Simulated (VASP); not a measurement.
# CdS (Greenockite) (P6_3mc) in VASP: notebook, part 3 of 3

VASP 6.6.1. Earlier steps stand in the parts before.

**4. Single point, BLYP**

This run uses another cell than the first one, of 23.61 Å³/atom, 0.940 times its volume.

File INCAR:

```
PREC = Accurate
ENCUT = 520
EDIFF = 1E-6
ISMEAR = -1
SIGMA = 0.05
LREAL = F
LASPH = T
NELM = 100
ALGO = Normal
ISIF = 2
LWAVE = F
LCHARG = F
GGA = B5
ALDAX = 1.0
AGGAX = 1.0
AGGAC = 1.0
ALDAC = 0.0
NBANDS = 26
```

File KPOINTS:

```
regular mesh
0
Gamma
  7 7 4
```

File POSCAR:

```
CdS
1.0
    4.0652823512      0.0000000000      0.0000000000
   -2.0326411756      3.5206377897      0.0000000000
    0.0000000000      0.0000000000      6.5994716144
Cd S
2 2
Direct
    0.6666666667      0.3333333333      0.5000000000
    0.3333333333      0.6666666667      0.0000000000
    0.6666666667      0.3333333333      0.8750000000
    0.3333333333      0.6666666667      0.3750000000
```

Potentials or basis: VASP PAW PBE potentials, release 64 (Cd, S).

Started as:

```sh
cat potpaw_PBE.64/Cd/POTCAR potpaw_PBE.64/S/POTCAR > POTCAR
mpirun -np 1 vasp_std > vasp.out
```

OUTCAR:

```text
PREC = Accurate
   ENCUT = 520
   EDIFF = 1E-6
   ISMEAR = -1
   LREAL = F
   LASPH = T
   NELM = 100
   ISIF = 2
   GGA = B5

 ion  position               nearest neighbor table
   1  0.667  0.333  0.500-   3 2.47   4 2.49   4 2.49   4 2.49
   2  0.333  0.667  0.000-   4 2.47   3 2.49   3 2.49   3 2.49
   3  0.667  0.333  0.875-   1 2.47   2 2.49   2 2.49   2 2.49
   4  0.333  0.667  0.375-   2 2.47   1 2.49   1 2.49   1 2.49

  LATTYP: Found a hexagonal cell.
 ALAT       =     4.0652823512
 C/A-ratio  =     1.6233734940

  Lattice vectors:

 A1 = (   4.0652823512,   0.0000000000,   0.0000000000)
 A2 = (  -2.0326411756,   3.5206377897,   0.0000000000)
 A3 = (   0.0000000000,   0.0000000000,   6.5994716144)

Analysis of symmetry for initial positions (statically):
=====================================================================
 Subroutine PRICEL returns:
 Original cell was already a primitive cell.

 Routine SETGRP: Setting up the symmetry group for a
 hexagonal supercell.

 Subroutine GETGRP returns: Found 12 space group operations
 (whereof  6 operations were pure point group operations)
 out of a pool of 24 trial point group operations.

The static configuration has the point symmetry C_3v.
 The point group associated with its full space group is C_6v.

Analysis of symmetry for dynamics (positions and initial velocities):
=====================================================================
 Subroutine PRICEL returns:
 Original cell was already a primitive cell.

 Routine SETGRP: Setting up the symmetry group for a
 hexagonal supercell.

 Subroutine GETGRP returns: Found 12 space group operations
 (whereof  6 operations were pure point group operations)
 out of a pool of 24 trial point group operations.

The dynamic configuration has the point symmetry C_3v.
 The point group associated with its full space group is C_6v.

 Subroutine INISYM returns: Found 12 space group operations
 (whereof  6 operations are pure point group operations),
 and found     1 'primitive' translations

----------------------------------------------------------------------------------------

                                     Primitive cell

  volume of cell :      94.4542

  direct lattice vectors                    reciprocal lattice vectors
     4.065282351  0.000000000  0.000000000     0.245985374  0.142019722  0.000000000
    -2.032641176  3.520637790  0.000000000     0.000000000  0.284039444  0.000000000
     0.000000000  0.000000000  6.599471614     0.000000000  0.000000000  0.151527283

  length of vectors
     4.065282351  4.065282351  6.599471614     0.284039444  0.284039444  0.151527283

  position of ions in fractional coordinates (direct lattice)
     0.666666667  0.333333333  0.500000000
     0.333333333  0.666666667  0.000000000
     0.666666667  0.333333333  0.875000000
     0.333333333  0.666666667  0.375000000

  ion indices of the primitive-cell ions
   primitive index   ion index
                 1           1
                 2           2
                 3           3
                 4           4

----------------------------------------------------------------------------------------

 KPOINTS: regular mesh

Automatic generation of k-mesh.
 Grid dimensions read from file:
 generate k-points for:    7    7    4

 Generating k-lattice:

  Cartesian coordinates                     Fractional coordinates (reciprocal lattice)
     0.035140768  0.020288532  0.000000000     0.142857143  0.000000000  0.000000000
     0.000000000  0.040577063  0.000000000     0.000000000  0.142857143  0.000000000
     0.000000000  0.000000000  0.037881821     0.000000000  0.000000000  0.250000000

  Length of vectors
     0.040577063  0.040577063  0.037881821

  Shift w.r.t. Gamma in fractional coordinates (k-lattice)
     0.000000000  0.000000000  0.000000000

 Subroutine IBZKPT returns following result:
 ===========================================

 Found     24 irreducible k-points:

 Following reciprocal coordinates:
            Coordinates               Weight
  0.000000  0.000000  0.000000      1.000000
  0.142857  0.000000  0.000000      6.000000
  0.285714 -0.000000  0.000000      6.000000
  0.428571  0.000000  0.000000      6.000000
  0.142857  0.142857  0.000000      6.000000
  0.285714  0.142857  0.000000     12.000000
[... 16 lines left out ...]
  0.428571  0.142857  0.500000      6.000000
  0.285714  0.285714  0.500000      6.000000
   k-points           NKPTS =     24   k-points in BZ     NKDIM =     24   number of bands    NBANDS=     26
   number of dos      NEDOS =    301   number of ions     NIONS =      4
   total plane-waves  NPLWV =  45000
   dimension x,y,z NGX =    30 NGY =   30 NGZ =   50
   dimension x,y,z NGXF=    60 NGYF=   60 NGZF=  100
   ions per type =               2   2
   NGX,Y,Z   is equivalent  to a cutoff of  12.27, 12.27, 12.60 a.u.
   NGXF,Y,Z  is equivalent  to a cutoff of  24.54, 24.54, 25.19 a.u.
 SYSTEM =  unknown system
   PREC   = accura    normal or accurate (medium, high low for compatibility)
   ISTART =      0    job   : 0-new  1-cont  2-samecut
   ICHARG =      2    charge: 1-file 2-atom 10-const
   ISPIN  =      1    spin polarized calculation?
   LNONCOLLINEAR =      F non collinear calculations
   LSORBIT =      F    spin-orbit coupling
   LASPH  =      T    aspherical Exc in radial PAW
   ENCUT  =  520.0 eV  38.22 Ry    6.18 a.u.   7.56  7.56 12.27*2*pi/ulx,y,z
   NELM   =    100;   NELMIN=  2; NELMDL= -5     # of ELM steps
   EDIFF  = 0.1E-05   stopping-criterion for ELM
   LREAL  =      F    real-space projection
   EDIFFG = 0.1E-04   stopping-criterion for IOM
   NSW    =      0    number of steps for IOM
   IBRION =     -1    ionic relax: 0-MD 1-quasi-New 2-CG
   NFREE  =      0    steps in history (QN), initial steepest desc. (CG)
   ISIF   =      2    stress and relaxation
   ISYM   =      2    0-nonsym 1-usesym 2-fastsym
   POTIM  = 0.5000    time-step for ionic-motion
   TEBEG  =    0.0;   TEEND  =   0.0 temperature during run
   PSTRESS=    0.0 pullay stress
   NELECT =      36.0000    total number of electrons
   NUPDOWN=      -1.0000    fix difference up-down
   EMIN   =  10.00;   EMAX   =-10.00  energy-range for DOS
   EFERMI =   0.00;   METHOD = LEGACY
   ISMEAR =    -1;   SIGMA  =   0.05  broadening in eV -4-tet -1-fermi 0-gaus
   EFERMI_NEDOS =   21; number of points for ismear=-14 and -15
   IALGO  =     38    algorithm
   IMIX   =      4    mixing-type and parameters
     AMIX     =   0.40;   BMIX     =  1.00
     AMIX_MAG =   1.60;   BMIX_MAG =  1.00
  volume/ion in A,a.u.               =      23.61       159.35
  Fermi-wavevector in a.u.,A,eV,Ry     =   1.186958  2.243025 19.168822  1.408869
  Thomas-Fermi vector in A             =   2.323119
   LORBIT       =      0    0 simple, 1 ext, 2 COOP (PROOUT), +10 PAW based schemes
   GGA     = B5    functional components
   LHFCALC =     F    Hartree Fock is set to
   AEXX    =    0.0000 exact exchange contribution
   IVDW    =     0    specifies the selected vdW correction
   LEPSILON=     F    determine dielectric tensor
   LRPA    =     F    only Hartree local field effects (RPA)
 non-spin polarized calculation
  energy-cutoff  :      520.00
  volume of cell :       94.45
 maximum number of plane-waves:      2571
 NGX is ok and might be reduce to    30
   NGX = 15   NGY = 15   NGZ = 25

 number of electron      36.0000027 magnetization

 Free energy of the ion-electron system (eV)
  ---------------------------------------------------
  ext. energy  EPLUGINS =         0.00000000
  ---------------------------------------------------
  free energy    TOTEN  =        -9.95901097 eV

  energy without entropy =       -9.95901092  energy(sigma->0) =       -9.95901095

 E-fermi :   2.8292     XC(G=0):  -8.8892

 val. band max:        2.1397641683   @ k =   0.0000   0.0000   0.0000
 cond. band min:       3.4628289334   @ k =   0.0000   0.0000   0.0000
 fundamental gap:      1.3230647651
 Fermi energy:         2.8292361135

 k-point     1 :       0.0000    0.0000    0.0000
  band No.  band energies     occupation
      1     -10.5337      2.00000
      2     -10.0588      2.00000
      3      -5.8164      2.00000
      4      -5.7912      2.00000
      5      -5.7912      2.00000
      6      -5.6916      2.00000
[... 685 lines left out ...]
     25      10.9755      0.00000
     26      10.9755      0.00000

------------------------ aborting loop because EDIFF is reached ----------------------------------------

  FORCE on cell =-STRESS in cart. coord.  units (eV):
  Direction    XX          YY          ZZ          XY          YZ          ZX
  --------------------------------------------------------------------------------------
  -------------------------------------------------------------------------------------
  Total        6.0742382      6.0742382      6.7171910      0.0000000      0.0000000      0.0000000
  in kB      103.0341452    103.0341452    113.9402195      0.0000000      0.0000000      0.0000000
  external PRESSURE =     106.6695033 kB  Pullay stress =       0.0000000 kB

 VOLUME and BASIS-vectors are now :
 -----------------------------------------------------------------------------
  energy-cutoff  :      520.00
  volume of cell :       94.45
      direct lattice vectors                 reciprocal lattice vectors
     4.065282351  0.000000000  0.000000000     0.245985374  0.142019722  0.000000000
    -2.032641176  3.520637790  0.000000000     0.000000000  0.284039444  0.000000000
     0.000000000  0.000000000  6.599471614     0.000000000  0.000000000  0.151527283

 POSITION                                       TOTAL-FORCE (eV/Angst)
 -----------------------------------------------------------------------------------
      2.03264      1.17355      3.29974         0.000000     -0.000000     -0.080532
     -0.00000      2.34709      0.00000        -0.000000     -0.000000     -0.080532
      2.03264      1.17355      5.77454         0.000000      0.000000      0.080532
     -0.00000      2.34709      2.47480        -0.000000     -0.000000      0.080532
 -----------------------------------------------------------------------------------
    total drift:                                0.000000      0.000000      0.001301

  FREE ENERGIE OF THE ION-ELECTRON SYSTEM (eV)
  ---------------------------------------------------
  free  energy   TOTEN  =        -9.9590109711 eV

  energy  without entropy=       -9.9590109242  energy(sigma->0) =       -9.95901095
```

stdout:

```text
POSCAR found type information on POSCAR CdS
 POSCAR found :  2 types and       4 ions
 scaLAPACK will be used
 -----------------------------------------------------------------------------
|                                                                             |
|                                                                             |
|     You enforced a specific xc type in the INCAR file but a different       |
|     I HOPE YOU KNOW WHAT YOU ARE DOING!                                     |
|                                                                             |
 -----------------------------------------------------------------------------

 LDA part: xc-table for (Slater(with rela. corr.)+VWN5), standard interpolation
 POSCAR, INCAR and KPOINTS ok, starting setup
 FFT: planning ... GRIDC
 FFT: planning ... GRID_SOFT
 FFT: planning ... GRID
 WAVECAR not read
 entering main loop
```

Wall time 1.7 min (1 thread of Intel Xeon 6975P-C, shared host); peak memory 0.22 GiB.

Results:

```yaml
Free_energy: -9.9590 eV
Pressure: 10.7 GPa
Largest_force: 0.081 eV/Å
Band_gap_on_the_k_mesh: 1.32 eV, direct
```

Forces on the atoms (eV/Å):
```
Cd   0.000  0.000 -0.081
Cd   0.000  0.000 -0.081
S    0.000  0.000  0.081
S    0.000  0.000  0.081
```

Caveat: the PAW data sets were made with another functional, which shifts forces and pressure a little. As with any semilocal functional, this BLYP gap is likely too small.

**5. The runs side by side**

```tsv
task	level	cell	k mesh	cutoff (eV)	grid for exact exchange (PRECFOCK)	gap on the mesh (eV)	pressure (GPa)	largest force (eV/Å)
single point	BHLYP	a = 4.150, b = 4.150, c = 6.737 Å, angles 90.0, 90.0, 120.0°, 4 atoms	4 × 4 × 3	520	Normal	4.72	2.8	0.07
relaxation of cell and atoms	BHLYP	relaxed from a = 4.150, b = 4.150, c = 6.737 Å, angles 90.0, 90.0, 120.0°, 4 atoms	4 × 4 × 2	600	Normal	4.60	0.0	0.01
single point	BLYP	a = 4.065, b = 4.065, c = 6.599 Å, angles 90.0, 90.0, 120.0°, 4 atoms	7 × 7 × 4	520	-	1.32	10.7	0.08
```

Alike in all rows: potentials or basis VASP PAW PBE potentials, release 64 (Cd, S); no spin polarisation; smearing fermi-dirac 0.05 eV.

Caveats: some runs use coarse meshes; the PAW data sets were made with another functional, which shifts forces and pressure a little.

Absolute energies hang on the potentials; compare differences alone.
